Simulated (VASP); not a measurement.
# C (Cm) in VASP: single point with LDA

Aim: the single point of C with LDA.

The COD entry that gives the cell may itself be a prediction, so a difference from it is no test against experiment.

Everything below comes from runs of VASP 6.6.1. Logs are shortened: lines on timing, memory, paths and dates and some standing lists are left out, and cuts for length are marked.

## 1. The cell of the first run

The structure is monoclinic, space group Cm (No. 8). The conventional cell has a = 4.315 Å, b = 2.491 Å, c = 10.279 Å, α = 90.00°, β = 94.01°, γ = 90.00°. Within 2.0 Å of C (site symmetry m) lie 4 C at 1.53 Å. Within 2.0 Å of C (site symmetry m) lie 4 C at 1.53 Å. C (site symmetry m) has 4 C at 1.53 Å within 2.0 Å. C (site symmetry m) has 4 C at 1.53 Å within 2.0 Å. Within 2.0 Å of C (site symmetry m) lie 4 C at 1.53 Å. C (site symmetry m) has 4 C at 1.53 Å within 2.0 Å. C (site symmetry m) has 5 C at 1.53 to 1.99 Å within 2.0 Å. C (site symmetry m) has 4 C at 1.53 to 1.55 Å within 2.0 Å.

## 2. Single point, LDA

INCAR

```
PREC     = Accurate       # precision mode
ENCUT    = 520            # plane-wave cutoff, eV
EDIFF    = 1E-7           # SCF threshold, eV
ISMEAR   = 0              # smearing method
SIGMA    = 0.05           # smearing width, eV
LREAL    = F              # projectors in reciprocal space
LASPH    = T              # aspherical terms in the spheres
NELM     = 80             # most SCF steps
ALGO     = Normal         # electronic algorithm
ISIF     = 2              # what is computed and relaxed
LWAVE    = F              # write WAVECAR
LCHARG   = F              # write CHGCAR
NBANDS   = 31             # bands
```

KPOINTS

```
regular mesh
0
Gamma
  10 10 3
```

POSCAR

```
C
1.0
   -2.4912907516      0.0000000000      0.0000000000
   -1.2456453758     -2.1575210791      0.0000000000
    0.0000000000      0.7191736930     10.2538776052
C
10
Direct
   -0.4122592763      0.0248185525      0.8741556576
    0.6125592763      0.9751814475      0.7252443424
    0.0458021751      0.1086956498      0.1257869493
    0.6544978249      0.8913043502      0.4736130507
    0.0209671684      0.1583656632      0.2747969895
    0.6793328316      0.8416343368      0.3246030105
   -0.0872822884      0.3748645769      0.9242937306
    0.2875822884      0.6251354231      0.6751062694
    0.3874890656      0.4253218689      0.0756656066
    0.3128109344      0.5746781311      0.5237343934
```

Potentials or basis: VASP PAW LDA potentials, release 64 (C).

Run with:

```
> cat potpaw_LDA.64/C/POTCAR > POTCAR
> mpirun -np 1 vasp_std > vasp.out
```

OUTCAR:

```text
PREC = Accurate
   ENCUT = 520
   EDIFF = 1E-7
   ISMEAR = 0
   LREAL = F
   LASPH = T
   NELM = 80
   ISIF = 2

 ion  position               nearest neighbor table
   1  0.588  0.025  0.874-   2 1.53   7 1.53   7 1.53   7 1.53
   2  0.613  0.975  0.725-   1 1.53   8 1.53   8 1.53   8 1.53
   3  0.046  0.109  0.126-   9 1.53   9 1.53   9 1.53   5 1.53
   4  0.654  0.891  0.474-  10 1.53  10 1.53  10 1.53   6 1.53
   5  0.021  0.158  0.275-   6 1.53   6 1.53   6 1.53   3 1.53
   6  0.679  0.842  0.325-   5 1.53   5 1.53   5 1.53   4 1.53
   7  0.913  0.375  0.924-   1 1.53   1 1.53   1 1.53   9 1.99   9 1.99
   8  0.288  0.625  0.675-   2 1.53   2 1.53   2 1.53  10 1.55
   9  0.387  0.425  0.076-   3 1.53   3 1.53   3 1.53   7 1.99   7 1.99
  10  0.313  0.575  0.524-   4 1.53   4 1.53   4 1.53   8 1.55

  LATTYP: Found a base centered monoclinic cell.
 ALAT       =     4.3150421582
 B/A-ratio  =     0.5773502692
 C/A-ratio  =     2.3821475070
 COS(beta)  =    -0.0699648809

  Lattice vectors:

 A1 = (  -1.2456453758,  -2.1575210791,   0.0000000000)
 A2 = (   1.2456453758,  -2.1575210791,   0.0000000000)
 A3 = (   0.0000000000,   0.7191736930,  10.2538776052)

Analysis of symmetry for initial positions (statically):
=====================================================================
 Subroutine PRICEL returns:
 Original cell was already a primitive cell.

 Routine SETGRP: Setting up the symmetry group for a
 base centered monoclinic supercell.

 Subroutine GETGRP returns: Found  2 space group operations
 (whereof  1 operations were pure point group operations)
 out of a pool of  4 trial point group operations.

The static configuration has the point symmetry C_1 .
 The point group associated with its full space group is C_1h.

Analysis of symmetry for dynamics (positions and initial velocities):
=====================================================================
 Subroutine PRICEL returns:
 Original cell was already a primitive cell.

 Routine SETGRP: Setting up the symmetry group for a
 base centered monoclinic supercell.

 Subroutine GETGRP returns: Found  2 space group operations
 (whereof  1 operations were pure point group operations)
 out of a pool of  4 trial point group operations.

The dynamic configuration has the point symmetry C_1 .
 The point group associated with its full space group is C_1h.

 Subroutine INISYM returns: Found  2 space group operations
 (whereof  1 operations are pure point group operations),
 and found     1 'primitive' translations

----------------------------------------------------------------------------------------

                                     Primitive cell

  volume of cell :      55.1147

  direct lattice vectors                    reciprocal lattice vectors
    -2.491290752  0.000000000  0.000000000    -0.401398351  0.231747446 -0.016254014
    -1.245645376 -2.157521079  0.000000000     0.000000000 -0.463494892  0.032508027
     0.000000000  0.719173693 10.253877605     0.000000000  0.000000000  0.097524082

  length of vectors
     2.491290752  2.491290752 10.279066920     0.463779806  0.464633497  0.097524082

  position of ions in fractional coordinates (direct lattice)
     0.587740724  0.024818553  0.874155658
     0.612559276  0.975181447  0.725244342
     0.045802175  0.108695650  0.125786949
     0.654497825  0.891304350  0.473613051
     0.020967168  0.158365663  0.274796989
     0.679332832  0.841634337  0.324603010
     0.912717712  0.374864577  0.924293731
     0.287582288  0.625135423  0.675106269
     0.387489066  0.425321869  0.075665607
     0.312810934  0.574678131  0.523734393

  ion indices of the primitive-cell ions
   primitive index   ion index
                 1           1
                 2           2
                 3           3
                 4           4
                 5           5
                 6           6
                 7           7
                 8           8
                 9           9
                10          10

----------------------------------------------------------------------------------------

 KPOINTS: regular mesh

Automatic generation of k-mesh.
 Grid dimensions read from file:
 generate k-points for:   10   10    3

 Generating k-lattice:

  Cartesian coordinates                     Fractional coordinates (reciprocal lattice)
    -0.040139835  0.023174745 -0.001625401     0.100000000  0.000000000  0.000000000
     0.000000000 -0.046349489  0.003250803     0.000000000  0.100000000 -0.000000000
     0.000000000  0.000000000  0.032508027     0.000000000  0.000000000  0.333333333

  Length of vectors
     0.046377981  0.046463350  0.032508027

  Shift w.r.t. Gamma in fractional coordinates (k-lattice)
     0.000000000  0.000000000  0.000000000

 Subroutine IBZKPT returns following result:
 ===========================================

 Found     86 irreducible k-points:

 Following reciprocal coordinates:
            Coordinates               Weight
  0.000000  0.000000  0.000000      1.000000
  0.100000  0.000000 -0.000000      4.000000
  0.200000  0.000000 -0.000000      4.000000
  0.300000  0.000000  0.000000      4.000000
  0.400000  0.000000 -0.000000      4.000000
  0.500000  0.000000 -0.000000      2.000000
[... 16 lines left out ...]
  0.000000  0.300000  0.000000      2.000000
 -0.400000  0.300000  0.000000      2.000000
 [... further k-points ...]
   k-points           NKPTS =     86   k-points in BZ     NKDIM =     86   number of bands    NBANDS=     31
   number of dos      NEDOS =    301   number of ions     NIONS =     10
   total plane-waves  NPLWV =  32000
   dimension x,y,z NGX =    20 NGY =   20 NGZ =   80
   dimension x,y,z NGXF=    40 NGYF=   40 NGZF=  160
   ions per type =              10
   NGX,Y,Z   is equivalent  to a cutoff of  13.35, 13.35, 12.94 a.u.
   NGXF,Y,Z  is equivalent  to a cutoff of  26.69, 26.69, 25.88 a.u.
 SYSTEM =  unknown system
   PREC   = accura    normal or accurate (medium, high low for compatibility)
   ISTART =      0    job   : 0-new  1-cont  2-samecut
   ICHARG =      2    charge: 1-file 2-atom 10-const
   ISPIN  =      1    spin polarized calculation?
   LNONCOLLINEAR =      F non collinear calculations
   LSORBIT =      F    spin-orbit coupling
   LASPH  =      T    aspherical Exc in radial PAW
   ENCUT  =  520.0 eV  38.22 Ry    6.18 a.u.   4.63  4.63 19.11*2*pi/ulx,y,z
   NELM   =     80;   NELMIN=  2; NELMDL= -5     # of ELM steps
   EDIFF  = 0.1E-06   stopping-criterion for ELM
   LREAL  =      F    real-space projection
   EDIFFG = 0.1E-05   stopping-criterion for IOM
   NSW    =      0    number of steps for IOM
   IBRION =     -1    ionic relax: 0-MD 1-quasi-New 2-CG
   NFREE  =      0    steps in history (QN), initial steepest desc. (CG)
   ISIF   =      2    stress and relaxation
   ISYM   =      2    0-nonsym 1-usesym 2-fastsym
   POTIM  = 0.5000    time-step for ionic-motion
   TEBEG  =    0.0;   TEEND  =   0.0 temperature during run
   PSTRESS=    0.0 pullay stress
   NELECT =      40.0000    total number of electrons
   NUPDOWN=      -1.0000    fix difference up-down
   EMIN   =  10.00;   EMAX   =-10.00  energy-range for DOS
   EFERMI =   0.00;   METHOD = LEGACY
   ISMEAR =     0;   SIGMA  =   0.05  broadening in eV -4-tet -1-fermi 0-gaus
   EFERMI_NEDOS =   21; number of points for ismear=-14 and -15
   IALGO  =     38    algorithm
   IMIX   =      4    mixing-type and parameters
     AMIX     =   0.40;   BMIX     =  1.00
     AMIX_MAG =   1.60;   BMIX_MAG =  1.00
  volume/ion in A,a.u.               =       5.51        37.19
  Fermi-wavevector in a.u.,A,eV,Ry     =   1.471202  2.780169 29.448929  2.164435
  Thomas-Fermi vector in A             =   2.586366
   LORBIT       =      0    0 simple, 1 ext, 2 COOP (PROOUT), +10 PAW based schemes
   GGA     = CA    functional components
   LHFCALC =     F    Hartree Fock is set to
   AEXX    =    0.0000 exact exchange contribution
   IVDW    =     0    specifies the selected vdW correction
   LEPSILON=     F    determine dielectric tensor
   LRPA    =     F    only Hartree local field effects (RPA)
 non-spin polarized calculation
 Gauss-broadening in eV      SIGMA  =   0.05
  energy-cutoff  :      520.00
  volume of cell :       55.11
 maximum number of plane-waves:      1503
   NGX =  9   NGY =  9   NGZ = 39

 number of electron      39.9999998 magnetization

 Free energy of the ion-electron system (eV)
  ---------------------------------------------------
  ext. energy  EPLUGINS =         0.00000000
  ---------------------------------------------------
  free energy    TOTEN  =       -96.98132608 eV

  energy without entropy =      -96.97975038  energy(sigma->0) =      -96.98053823

 E-fermi :  10.3278     XC(G=0): -13.6728

 val. band max:       10.2972152419   @ k =   0.5000   0.1000   0.3333
 cond. band min:      10.3334183610   @ k =   0.2000   0.0000  -0.0000
 fundamental gap:      0.0362031192
 Fermi energy:        10.3278022232

 k-point     1 :       0.0000    0.0000    0.0000
  band No.  band energies     occupation
      1     -11.5504      2.00000
      2     -10.4880      2.00000
      3     -10.3743      2.00000
      4      -7.2793      2.00000
      5      -7.1610      2.00000
      6      -1.5272      2.00000
[... 23 lines left out ...]
     30      18.5256      0.00000
     31      18.6522      0.00000

 k-point     2 :       0.1000    0.0000   -0.0000
  band No.  band energies     occupation
      1     -11.2979      2.00000
      2     -10.2491      2.00000
      3     -10.1130      2.00000
      4      -7.0720      2.00000
      5      -6.8934      2.00000
      6      -1.3396      2.00000
[... 740 lines left out ...]
 k-point    24 :      -0.4000    0.3000    0.0000
  band No.  band energies     occupation
      1      -5.1303      2.00000
      2      -4.3364      2.00000
      3      -4.1174      2.00000
      4      -3.2815      2.00000
      5      -2.5183      2.00000
      6      -2.2745      2.00000
[... 23 lines left out ...]
     30      22.7795      0.00000
     31      23.0395      0.00000

 [... further k-points ...]

------------------------ aborting loop because EDIFF is reached ----------------------------------------

  FORCE on cell =-STRESS in cart. coord.  units (eV):
  Direction    XX          YY          ZZ          XY          YZ          ZX
  --------------------------------------------------------------------------------------
  -------------------------------------------------------------------------------------
  Total       -3.9361045      1.3980615      8.3571769      0.0000000      0.1270023      0.0000000
  in kB     -114.4220201     40.6414574    242.9419888      0.0000000      3.6919396      0.0000000
  external PRESSURE =      56.3871421 kB  Pullay stress =       0.0000000 kB

 VOLUME and BASIS-vectors are now :
 -----------------------------------------------------------------------------
  energy-cutoff  :      520.00
  volume of cell :       55.11
      direct lattice vectors                 reciprocal lattice vectors
    -2.491290752  0.000000000  0.000000000    -0.401398351  0.231747446 -0.016254014
    -1.245645376 -2.157521079  0.000000000     0.000000000 -0.463494892  0.032508027
     0.000000000  0.719173693 10.253877605     0.000000000  0.000000000  0.097524082

 POSITION                                       TOTAL-FORCE (eV/Angst)
 -----------------------------------------------------------------------------------
     -1.49515      0.57512      8.96349        -0.000000      0.693033      0.063085
     -2.74079     -1.58240      7.43657        -0.000000      0.355744     -0.616931
     -0.24950     -0.14405      1.28980        -0.000000      0.708936     -0.082730
     -2.74079     -1.58240      4.85637        -0.000000      0.019524      0.155270
     -0.24950     -0.14405      2.81773        -0.000000      0.373248      0.642210
     -2.74079     -1.58240      3.32844        -0.000000     -0.014701     -0.191656
     -2.74079     -0.14405      9.47759         0.000000     -1.080413     -3.098308
     -1.49515     -0.86322      6.92246        -0.000000      0.008145      0.170436
     -1.49515     -0.86322      0.77587        -0.000000     -1.063622      3.110178
     -1.49515     -0.86322      5.37031        -0.000000      0.000106     -0.151553
 -----------------------------------------------------------------------------------
    total drift:                                0.000001      0.000033     -0.000042

  FREE ENERGIE OF THE ION-ELECTRON SYSTEM (eV)
  ---------------------------------------------------
  free  energy   TOTEN  =       -96.9813260848 eV

  energy  without entropy=      -96.9797503771  energy(sigma->0) =      -96.98053823
```

It took 1.7 min on 1 thread of Intel Xeon Platinum 8488C (Sapphire Rapids), shared host; peak memory 0.2 GiB.

What came out:

```yaml
Free_energy: -96.9813 eV
Pressure: 5.6 GPa
Largest_force: 3.287 eV/Å
Band_gap_on_the_k_mesh: zero (band 20 reaches 10.77 eV, above the bottom of band 21 at 10.23 eV)
```

Forces in eV/Å, atoms in the order of the input:
```
C    0.000  0.693  0.063
C    0.000  0.356 -0.617
C    0.000  0.709 -0.083
C    0.000  0.020  0.155
C    0.000  0.373  0.642
C    0.000 -0.015 -0.192
C    0.000 -1.080 -3.098
C    0.000  0.008  0.170
C    0.000 -1.064  3.110
C    0.000  0.000 -0.152
```

Caveat: forces of over 1 eV/Å act on the atoms, so gaps and moduli don't describe the material at rest.
